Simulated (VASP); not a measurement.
# MoS2 (R-3m) in VASP: electric field gradients with PBE

Aim: the electric field gradients of MoS2 with PBE.

Everything below comes from runs of VASP 6.6.1. Logs are shortened: lines on timing, memory, paths and dates and some standing lists are left out, and cuts for length are marked.

## 1. The cell of the first run

The structure is trigonal, space group R-3m (No. 166). The conventional cell has a = 3.171 Å, b = 3.171 Å, c = 18.345 Å, α = 90.00°, β = 90.00°, γ = 120.00°. Mo (site symmetry -3m) has 6 S at 2.39 Å and 6 Mo at 3.17 Å within 3.2 Å. Within 3.2 Å of S (site symmetry 3m) lie 3 Mo at 2.39 Å and 6 S at 3.17 Å.

## 2. Electric field gradients, PBE

Input file INCAR:

```
SYSTEM = MoS2
  PREC = Accurate
  ENCUT = 520
  EDIFF = 1E-8
  ISMEAR = -1
  SIGMA = 0.05
  LREAL = .FALSE.
  LASPH = .TRUE.
  NELM = 60
  ALGO = Normal
  ISIF = 2
  LWAVE = .FALSE.
  LCHARG = .FALSE.
  GGA = PE
  LEFG = .TRUE.
  NBANDS = 20
```

Input file KPOINTS:

```
regular mesh
0
G
  15 15 15
  0 0 0
```

Input file POSCAR:

```
MoS2
1.0
    1.5855007458      0.9153892824      6.1150000000
   -1.5855007458      0.9153892824      6.1150000000
    0.0000000000     -1.8307785648      6.1150000000
Mo S
1 2
Direct
    0.0000000000      0.0000000000      0.0000000000
    0.7500000000      0.7500000000      0.7500000000
    0.2500000000      0.2500000000      0.2500000000
```

Potentials or basis: VASP PAW PBE potentials, release 64 (Mo_sv, S).

The run is started by

```
$ cat potpaw_PBE.64/Mo_sv/POTCAR potpaw_PBE.64/S/POTCAR > POTCAR
$ mpirun -np 1 vasp_std > vasp.out
```

OUTCAR:

```text
SYSTEM = MoS2
   PREC = Accurate
   ENCUT = 520
   EDIFF = 1E-8
   ISMEAR = -1
   LREAL = .FALSE.
   LASPH = .TRUE.
   NELM = 60
   ISIF = 2
   GGA = PE

 ion  position               nearest neighbor table
   1  0.000  0.000  0.000-   2 2.39   2 2.39   3 2.39   3 2.39   2 2.39   3 2.39
   2  0.750  0.750  0.750-   1 2.39   1 2.39   1 2.39
   3  0.250  0.250  0.250-   1 2.39   1 2.39   1 2.39

  LATTYP: Found a trigonal (rhomboedric) cell.
 ALAT       =     6.3831790789
 COS(alpha) =     0.8766074783

  Lattice vectors:

 A1 = (   1.5855007458,   0.9153892824,   6.1150000000)
 A2 = (  -1.5855007458,   0.9153892824,   6.1150000000)
 A3 = (   0.0000000000,  -1.8307785648,   6.1150000000)

Analysis of symmetry for initial positions (statically):
=====================================================================
 Subroutine PRICEL returns:
 Original cell was already a primitive cell.

 Routine SETGRP: Setting up the symmetry group for a
 trigonal (rhombohedral) supercell.

 Subroutine GETGRP returns: Found 12 space group operations
 (whereof 12 operations were pure point group operations)
 out of a pool of 12 trial point group operations.

The static configuration has the point symmetry D_3d.

Analysis of symmetry for dynamics (positions and initial velocities):
=====================================================================
 Subroutine PRICEL returns:
 Original cell was already a primitive cell.

 Routine SETGRP: Setting up the symmetry group for a
 trigonal (rhombohedral) supercell.

 Subroutine GETGRP returns: Found 12 space group operations
 (whereof 12 operations were pure point group operations)
 out of a pool of 12 trial point group operations.

The dynamic configuration has the point symmetry D_3d.

 Subroutine INISYM returns: Found 12 space group operations
 (whereof 12 operations are pure point group operations),
 and found     1 'primitive' translations

----------------------------------------------------------------------------------------

                                     Primitive cell

  volume of cell :      53.2500

  direct lattice vectors                    reciprocal lattice vectors
     1.585500746  0.915389282  6.115000000     0.315357783  0.182071901  0.054510766
    -1.585500746  0.915389282  6.115000000    -0.315357783  0.182071901  0.054510766
     0.000000000 -1.830778565  6.115000000     0.000000000 -0.364143802  0.054510766

  length of vectors
     6.383179079  6.383179079  6.383179079     0.368201211  0.368201211  0.368201211

  position of ions in fractional coordinates (direct lattice)
     0.000000000  0.000000000  0.000000000
     0.750000000  0.750000000  0.750000000
     0.250000000  0.250000000  0.250000000

  ion indices of the primitive-cell ions
   primitive index   ion index
                 1           1
                 2           2
                 3           3

----------------------------------------------------------------------------------------

 KPOINTS: regular mesh

Automatic generation of k-mesh.
 Grid dimensions read from file:
 generate k-points for:   15   15   15

 Generating k-lattice:

  Cartesian coordinates                     Fractional coordinates (reciprocal lattice)
     0.021023852  0.012138127  0.003634051     0.066666667 -0.000000000  0.000000000
    -0.021023852  0.012138127  0.003634051    -0.000000000  0.066666667  0.000000000
     0.000000000 -0.024276253  0.003634051     0.000000000  0.000000000  0.066666667

  Length of vectors
     0.024546747  0.024546747  0.024546747

  Shift w.r.t. Gamma in fractional coordinates (k-lattice)
     0.000000000  0.000000000  0.000000000

 Subroutine IBZKPT returns following result:
 ===========================================

 Found    344 irreducible k-points:

 Following reciprocal coordinates:
            Coordinates               Weight
  0.000000  0.000000  0.000000      1.000000
  0.066667 -0.000000  0.000000      6.000000
  0.133333 -0.000000  0.000000      6.000000
  0.200000 -0.000000 -0.000000      6.000000
  0.266667 -0.000000  0.000000      6.000000
  0.333333 -0.000000  0.000000      6.000000
[... 16 lines left out ...]
  0.133333  0.133333  0.000000      6.000000
  0.200000  0.133333 -0.000000     12.000000
 [... further k-points ...]
   k-points           NKPTS =    344   k-points in BZ     NKDIM =    344   number of bands    NBANDS=     20
   number of dos      NEDOS =    301   number of ions     NIONS =      3
   total plane-waves  NPLWV = 110592
   dimension x,y,z NGX =    48 NGY =   48 NGZ =   48
   dimension x,y,z NGXF=    96 NGYF=   96 NGZF=   96
   ions per type =               1   2
   NGX,Y,Z   is equivalent  to a cutoff of  12.50, 12.50, 12.50 a.u.
   NGXF,Y,Z  is equivalent  to a cutoff of  25.00, 25.00, 25.00 a.u.
 SYSTEM =  MoS2
   PREC   = accura    normal or accurate (medium, high low for compatibility)
   ISTART =      0    job   : 0-new  1-cont  2-samecut
   ICHARG =      2    charge: 1-file 2-atom 10-const
   ISPIN  =      1    spin polarized calculation?
   LNONCOLLINEAR =      F non collinear calculations
   LSORBIT =      F    spin-orbit coupling
   LASPH  =      T    aspherical Exc in radial PAW
   ENCUT  =  520.0 eV  38.22 Ry    6.18 a.u.  11.87 11.87 11.87*2*pi/ulx,y,z
   NELM   =     60;   NELMIN=  2; NELMDL= -5     # of ELM steps
   EDIFF  = 0.1E-07   stopping-criterion for ELM
   LREAL  =      F    real-space projection
   EDIFFG = 0.1E-06   stopping-criterion for IOM
   NSW    =      0    number of steps for IOM
   IBRION =     -1    ionic relax: 0-MD 1-quasi-New 2-CG
   NFREE  =      0    steps in history (QN), initial steepest desc. (CG)
   ISIF   =      2    stress and relaxation
   ISYM   =      2    0-nonsym 1-usesym 2-fastsym
   POTIM  = 0.5000    time-step for ionic-motion
   TEBEG  =    0.0;   TEEND  =   0.0 temperature during run
   PSTRESS=    0.0 pullay stress
   NELECT =      26.0000    total number of electrons
   NUPDOWN=      -1.0000    fix difference up-down
   EMIN   =  10.00;   EMAX   =-10.00  energy-range for DOS
   EFERMI =   0.00;   METHOD = LEGACY
   ISMEAR =    -1;   SIGMA  =   0.05  broadening in eV -4-tet -1-fermi 0-gaus
   EFERMI_NEDOS =   21; number of points for ismear=-14 and -15
   IALGO  =     38    algorithm
   IMIX   =      4    mixing-type and parameters
     AMIX     =   0.40;   BMIX     =  1.00
     AMIX_MAG =   1.60;   BMIX_MAG =  1.00
  volume/ion in A,a.u.               =      17.75       119.78
  Fermi-wavevector in a.u.,A,eV,Ry     =   1.289118  2.436079 22.610499  1.661825
  Thomas-Fermi vector in A             =   2.421030
   LORBIT       =      0    0 simple, 1 ext, 2 COOP (PROOUT), +10 PAW based schemes
   GGA     = PE    functional components
   LHFCALC =     F    Hartree Fock is set to
   AEXX    =    0.0000 exact exchange contribution
   IVDW    =     0    specifies the selected vdW correction
   LEPSILON=     F    determine dielectric tensor
   LRPA    =     F    only Hartree local field effects (RPA)
 non-spin polarized calculation
  energy-cutoff  :      520.00
  volume of cell :       53.25
 maximum number of plane-waves:      1452
   NGX = 23   NGY = 23   NGZ = 23

 number of electron      25.9999998 magnetization

 Free energy of the ion-electron system (eV)
  ---------------------------------------------------
  ext. energy  EPLUGINS =         0.00000000
  ---------------------------------------------------
  free energy    TOTEN  =       -20.94259101 eV

  energy without entropy =      -20.93133426  energy(sigma->0) =      -20.93696264

 E-fermi :   7.7947     XC(G=0): -10.8250

 val. band max:        7.7943084254   @ k =   0.2667   0.2000   0.2000
 cond. band min:       7.7997820622   @ k =  -0.2000   0.3333   0.0667
 fundamental gap:      0.0054736367
 Fermi energy:         7.7947075806

 k-point     1 :       0.0000    0.0000    0.0000
  band No.  band energies     occupation
      1     -54.0032      2.00000
      2     -28.0803      2.00000
      3     -27.9972      2.00000
      4     -27.9972      2.00000
      5      -7.4032      2.00000
      6      -5.7699      2.00000
[... 12 lines left out ...]
     19      14.5508      0.00000
     20      17.3534      0.00000

 k-point     2 :       0.0667   -0.0000    0.0000
  band No.  band energies     occupation
      1     -54.0015      2.00000
      2     -28.0768      2.00000
      3     -28.0147      2.00000
      4     -28.0012      2.00000
      5      -7.3295      2.00000
      6      -5.7581      2.00000
[... 12 lines left out ...]
     19      14.8132      0.00000
     20      17.0587      0.00000

 k-point     3 :       0.1333   -0.0000    0.0000
  band No.  band energies     occupation
      1     -53.9965      2.00000
      2     -28.0676      2.00000
      3     -28.0634      2.00000
      4     -28.0124      2.00000
      5      -7.1155      2.00000
      6      -5.7228      2.00000
[... 12 lines left out ...]
     19      15.3769      0.00000
     20      16.7777      0.00000

 k-point     4 :       0.2000   -0.0000   -0.0000
  band No.  band energies     occupation
      1     -53.9893      2.00000
      2     -28.1362      2.00000
      3     -28.0522      2.00000
      4     -28.0289      2.00000
      5      -6.7850      2.00000
      6      -5.6622      2.00000
[... 12 lines left out ...]
     19      15.8070      0.00000
     20      16.9669      0.00000

 k-point     5 :       0.2667   -0.0000    0.0000
  band No.  band energies     occupation
      1     -53.9810      2.00000
      2     -28.2179      2.00000
      3     -28.0477      2.00000
      4     -28.0354      2.00000
      5      -6.3885      2.00000
      6      -5.5643      2.00000
[... 12 lines left out ...]
     19      15.6685      0.00000
     20      16.9985      0.00000
[... 353 lines left out ...]
      6      -5.6820      2.00000
[... 12 lines left out ...]
     19      15.6629      0.00000
     20      16.8172      0.00000

 k-point    22 :      -0.0667    0.0667    0.0000
  band No.  band energies     occupation
      1     -53.9981      2.00000
      2     -28.0702      2.00000
      3     -28.0476      2.00000
      4     -28.0093      2.00000
      5      -7.1880      2.00000
      6      -5.7305      2.00000
[... 12 lines left out ...]
     19      15.1959      0.00000
     20      16.7958      0.00000

 k-point    23 :       0.1333    0.1333    0.0000
  band No.  band energies     occupation
      1     -53.9965      2.00000
      2     -28.0676      2.00000
      3     -28.0634      2.00000
      4     -28.0124      2.00000
      5      -7.1026      2.00000
      6      -5.7446      2.00000
[... 12 lines left out ...]
     19      15.4711      0.00000
     20      16.8287      0.00000

 k-point    24 :       0.2000    0.1333   -0.0000
  band No.  band energies     occupation
      1     -53.9921      2.00000
      2     -28.1067      2.00000
      3     -28.0580      2.00000
      4     -28.0246      2.00000
      5      -6.8920      2.00000
      6      -5.7190      2.00000
[... 12 lines left out ...]
     19      15.8744      0.00000
     20      16.8623      0.00000

 [... further k-points ...]
[... 5 lines left out ...]
  --------------------------------------------------------------------------------------
  -------------------------------------------------------------------------------------
  Total        2.1744119      2.1744119      3.4890322      0.0000000     -0.0000000      0.0000000
  in kB       65.4232937     65.4232937    104.9773439      0.0000000     -0.0000000      0.0000000
  external PRESSURE =      78.6079771 kB  Pullay stress =       0.0000000 kB

 VOLUME and BASIS-vectors are now :
 -----------------------------------------------------------------------------
  energy-cutoff  :      520.00
  volume of cell :       53.25
      direct lattice vectors                 reciprocal lattice vectors
     1.585500746  0.915389282  6.115000000     0.315357783  0.182071901  0.054510766
    -1.585500746  0.915389282  6.115000000    -0.315357783  0.182071901  0.054510766
     0.000000000 -1.830778565  6.115000000     0.000000000 -0.364143802  0.054510766

 POSITION                                       TOTAL-FORCE (eV/Angst)
 -----------------------------------------------------------------------------------
      0.00000      0.00000      0.00000         0.000000      0.000000     -0.000000
      0.00000      0.00000     13.75875         0.000000     -0.000000      0.982694
      0.00000      0.00000      4.58625         0.000000      0.000000     -0.982694
 -----------------------------------------------------------------------------------
    total drift:                               -0.000000      0.000000      0.000000

  FREE ENERGIE OF THE ION-ELECTRON SYSTEM (eV)
  ---------------------------------------------------
  free  energy   TOTEN  =       -20.9425910090 eV

  energy  without entropy=      -20.9313342629  energy(sigma->0) =      -20.93696264

 Electric field gradients (V/A^2)
---------------------------------------------------------------------
 ion       V_xx      V_yy      V_zz      V_xy      V_xz      V_yz
---------------------------------------------------------------------
   1      50.896    50.896  -101.792    -0.000     0.000     0.000
   2      25.005    25.005   -50.009     0.000    -0.000     0.000
   3      25.005    25.005   -50.009     0.000    -0.000     0.000
---------------------------------------------------------------------

 Electric field gradients after diagonalization (V/A^2)
 (convention: |V_zz| > |V_xx| > |V_yy|)
----------------------------------------------------------------------
 ion       V_xx      V_yy      V_zz     asymmetry (V_yy - V_xx)/ V_zz
----------------------------------------------------------------------
   1      50.896    50.896  -101.792       0.000
   2      25.005    25.005   -50.009       0.000
   3      25.005    25.005   -50.009       0.000
----------------------------------------------------------------------

           NMR quadrupolar parameters

 Cq : quadrupolar parameter    Cq=e*Q*V_zz/h
 eta: asymmetry parameters     (V_yy - V_xx)/ V_zz
 Q  : nuclear electric quadrupole moment in mb (millibarn)
----------------------------------------------------------------------
 ion       Cq(MHz)       eta       Q (mb)
----------------------------------------------------------------------
   1      -0.246       0.000       1.000
   2      -0.121       0.000       1.000
   3      -0.121       0.000       1.000
----------------------------------------------------------------------
```

It took 33 min on 1 thread of Oxide Virtual Turin-like, shared host; peak memory 0.53 GiB.

What came out:

| Item | Value |
| --- | --- |
| Free energy | -20.9426 eV |
| Pressure | 7.9 GPa |
| Largest force | 0.983 eV/Å |
| Band gap on the k mesh | zero (band 13 reaches 8.21 eV, above the bottom of band 14 at 7.42 eV) |

Forces on the atoms (eV/Å):
```
Mo   0.000  0.000  0.000
S    0.000  0.000  0.983
S    0.000  0.000 -0.983
```

Stress tensor (GPa, compression positive):
```
 6.54  0.00  0.00
 0.00  6.54  0.00
 0.00  0.00 10.50
```

Electric field gradients, principal values (V/Å²):
| atom | least | middle | greatest (by size) |
| --- | --- | --- | --- |
| 1 Mo | 50.896 | 50.896 | -101.792 |
| 2 S | 25.005 | 25.005 | -50.009 |
| 3 S | 25.005 | 25.005 | -50.009 |

Caveat: without QUAD_EFG the Cq values of the log hold for a quadrupole moment of 1 mb, not for the nuclei.
